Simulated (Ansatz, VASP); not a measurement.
# GaB2As3 in VASP and in Ansatz

File INCAR:

```
SYSTEM = GaB2As3
PREC = Accurate
ENCUT = 520
EDIFF = 1E-6
ISMEAR = -1
SIGMA = 0.02
LREAL = .FALSE.
LASPH = .TRUE.
NELM = 60
ALGO = Normal
ISIF = 2
LWAVE = .FALSE.
LCHARG = .TRUE.
GGA = PE
LELF = .TRUE.
LVHAR = .TRUE.
NBANDS = 26
```

The input KPOINTS:

```
Automatic mesh
0
G
  10 10 10
  0 0 0
```

Contents of POSCAR:

```
GaB2As3
1.0
   -1.7798212736      1.7798212736      7.7810236786
    1.7798212736     -1.7798212736      7.7810236786
    1.7798212736      1.7798212736     -7.7810236786
B As Ga
2 3 1
Direct
    0.8252146027      0.8252146027      0.0000000000
    0.1747853973      0.1747853973      0.0000000000
    0.2500000000      0.7500000000      0.5000000000
    0.6005100683      0.1005100683      0.5000000000
    0.8994899317      0.3994899317      0.5000000000
    0.5000000000      0.5000000000      0.0000000000
```

Input for Ansatz:

```yaml
crystal:
  lattice:
    - [-1.7798212736, 1.7798212736, 7.7810236786]
    - [1.7798212736, -1.7798212736, 7.7810236786]
    - [1.7798212736, 1.7798212736, -7.7810236786]
  atoms:
    - { symbol: B, position: [0.8252146027, 0.8252146027, 0.0] }
    - { symbol: As, position: [0.25, 0.75, 0.5] }
    - { symbol: B, position: [0.1747853973, 0.1747853973, 0.0] }
    - { symbol: As, position: [0.6005100683, 0.1005100683, 0.5] }
    - { symbol: Ga, position: [0.5, 0.5, 0.0] }
    - { symbol: As, position: [0.8994899317, 0.3994899317, 0.5] }
kpoints:
  mp_grid: { grid: [10, 10, 10] }
  band_path:
    path:
      - [[0.0, 0.0, 0.0], [5.498471144013e-18, -5.498471144013e-18, 0.5], [0.25, 0.25, 0.25], [2.755103911014e-17, 0.5, -2.755103911014e-17], [0.0, 0.0, 0.0], [0.5, 0.5, -0.5], [0.2630803486996, 0.7369196513004, -0.2630803486996]]
      - [[-0.2630803486996, 0.2630803486996, 0.2630803486996], [0.0, 0.0, 0.0]]
      - [[5.498471144013e-18, -5.498471144013e-18, 0.5], [-0.02616069739912, 0.02616069739912, 0.5]]
      - [[0.5, 0.5, -0.02616069739912], [0.5, 0.5, -0.5]]
    npoints: 10
hamiltonian:
  xc: pbe
scf:
  occupations: { method: fermi_dirac, width: 0.02 }
  n_extra_bands: 5
output:
  forces: true
  stress: true
  eigenvalues: true
```

Alike in both runs: task single point; functional PBE; k mesh 10 × 10 × 10; occupations fermi-dirac, width 0.02 eV; no spin polarisation.

|  | VASP | Ansatz |
| --- | --- | --- |
| version | VASP 6.6.1 | Ansatz 0.2.0 |
| potentials or method | VASP PAW PBE potentials, release 64 (B, As, Ga_d) | plane waves, PAW |
| plane-wave cutoff (eV) | 520 | 420 |
| valence electrons in the cell | 34 | 64 |

```tsv
	VASP	Ansatz	Ansatz less VASP
pressure (GPa)	2.8	2.4	-0.38
rms of the force components (eV/Å)	0.069	0.074	+0.0050
```

The functional is the same, so the differences come from potentials, cutoffs and numerics. VASP's potentials hold 34 valence electrons a cell and Ansatz's 64, so a difference there can come from the potentials and not from the codes.
